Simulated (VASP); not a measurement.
Runs of VASP 6.6.1 on Pt3PbC. The structure is that of space group Pm-3m (No. 221), or close to it. The cells are those of the table. 

```tsv
cell	gap on the mesh (eV)	pressure (GPa)
a = 4.319 Å, 5 atoms	none	(a)
a = 4.405 Å, 5 atoms	none	(b)
a = 4.362 Å, 5 atoms	none	-2.5
a = 4.447 Å, 5 atoms	none	-10.1
a = 4.274 Å, 5 atoms	none	8.6
```

Alike in all rows: task single point; level PBE; potentials or basis VASP PAW PBE potentials, release 64 (Pt, Pb_d, C); no spin polarisation; k mesh 5 × 5 × 5; cutoff (eV) 520; smearing fermi-dirac 0.1 eV.

Question: Estimate the missing entries.

Answer: (a) 2.6; (b) -6.6.

Caveats: spin-orbit coupling is left out, which moves the levels of the heavy elements.

A k mesh can miss the band edges, and the runs leave out spin-orbit coupling on Pb, Pt.

A gap of «none» marks levels without a gap at the run's occupations.
